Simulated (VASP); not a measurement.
Here is a VASP 6.6.1 calculation.

File INCAR:

```
SYSTEM = TaS2
  ALGO = Normal
  DIPOL = 0.5 0.5 0.500
  EDIFF = 1E-7
  EDIFFG = -0.04
  ENCUT = 450
  GGA = PE
  GGA_COMPAT = .FALSE.
  IBRION = 2
  IDIPOL = 3
  ISIF = 2
  ISMEAR = 0
  IVDW = 12
  LASPH = .TRUE.
  LCHARG = .FALSE.
  LDIPOL = .TRUE.
  LREAL = .FALSE.
  LWAVE = .FALSE.
  NELM = 120
  NELMDL = -8
  NELMIN = 4
  NSW = 60
  PREC = Accurate
  SIGMA = 0.05
```

The input KPOINTS:

```
k-points
0
G
  9 9 1
  0 0 0
```

POSCAR

```
TaS2
1.0
    3.3500021200      0.0000000000      0.0000000000
   -1.6750010600      2.9011869400      0.0000000000
    0.0000000000      0.0000000000     26.7899999250
S Ta
4 2
Direct
    0.6666666700      0.3333333300      0.3359462495
    0.3333333300      0.6666666700      0.4453154198
    0.6666666700      0.3333333300      0.5546845802
    0.3333333300      0.6666666700      0.6640537505
    0.0000000000      0.0000000000      0.3906308297
    0.0000000000      0.0000000000      0.6093691703
```

Potentials or basis: VASP PAW PBE potentials, release 64 (S, Ta_pv).

Run with:

```bash
$ cat potpaw_PBE.64/S/POTCAR potpaw_PBE.64/Ta_pv/POTCAR > POTCAR
$ mpirun -np 1 vasp_std > vasp.out
```

**Question.** What does it give for the dispersion energy per atom?

**Answer.** -0.347 eV.

**Question.** What does it give for the energy gained by relaxing?

**Answer.** 31.5 meV/atom.

Step by step:
```csv
step,energy change (eV),largest force (eV/Å),pressure (GPa)
1,0.0000,1.3003,2.69
2,-0.1845,0.2329,0.13
3,-0.1890,0.0536,-0.31
4,-0.1889,0.0648,-0.37
5,-0.1890,0.0612,-0.38
6,-0.1891,0.0337,-0.37
```
